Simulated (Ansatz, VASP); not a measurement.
# One calculation of TiO2, two programs

File INCAR:

```
  ALGO = Normal
  EDIFF = 1E-6
  ENCUT = 520
  GGA = PE
  ISIF = 2
  ISMEAR = -1
  LASPH = True
  LCHARG = False
  LREAL = False
  LWAVE = False
  NBANDS = 19
  NELM = 60
  PREC = Accurate
  SIGMA = 0.1
```

File KPOINTS:

```
k-points
0
Gamma
  12 12 12
```

The input POSCAR:

```
TiO2
1.0
    0.0000000000      2.0592701908      2.0592701908
    2.0592701908      0.0000000000      2.0592701908
    2.0592701908      2.0592701908      0.0000000000
Ti O
1 2
Direct
    0.0000000000      0.0000000000      0.0000000000
    0.2500000000      0.2500000000      0.2500000000
    0.7500000000      0.7500000000      0.7500000000
```

Input for Ansatz:

```yaml
crystal:
  lattice:
    - [0.0, 2.0592701908, 2.0592701908]
    - [2.0592701908, 0.0, 2.0592701908]
    - [2.0592701908, 2.0592701908, 0.0]
  atoms:
    - { symbol: Ti, position: [0.0, 0.0, 0.0] }
    - { symbol: O, position: [0.25, 0.25, 0.25] }
    - { symbol: O, position: [0.75, 0.75, 0.75] }
kpoints:
  mp_grid: { grid: [12, 12, 12] }
scf:
  occupations: { method: fermi_dirac, width: 0.1 }
hamiltonian:
  xc: pbe
  pseudopotentials: { kind: all_electron, datasets: crystal }
output:
  forces: true
  stress: true
  eigenvalues: true
```

Change from the starting cell: volume scaled by 0.62, crystal datasets.

Alike in both runs: task single point; functional PBE; k mesh 12 × 12 × 12; occupations fermi-dirac, width 0.1 eV; no spin polarisation.

|  | VASP | Ansatz |
| --- | --- | --- |
| version | VASP 6.6.1 | Ansatz 0.2.0 |
| potentials or method | VASP PAW PBE potentials, release 64 (Ti_sv, O), cutoff 520 eV | all-electron PAW with datasets made for the crystal, scalar-relativistic |

|  | VASP | Ansatz | Ansatz less VASP |
| --- | --- | --- | --- |
| pressure (GPa) | 322.8 | 320.4 | -2.40 |

Both programs put the cell under a high pressure, so it lies far from rest at this level. Ansatz ran all-electron here, and VASP with PAW potentials.

Noted on VASP's run: the cell as given lies far from equilibrium.
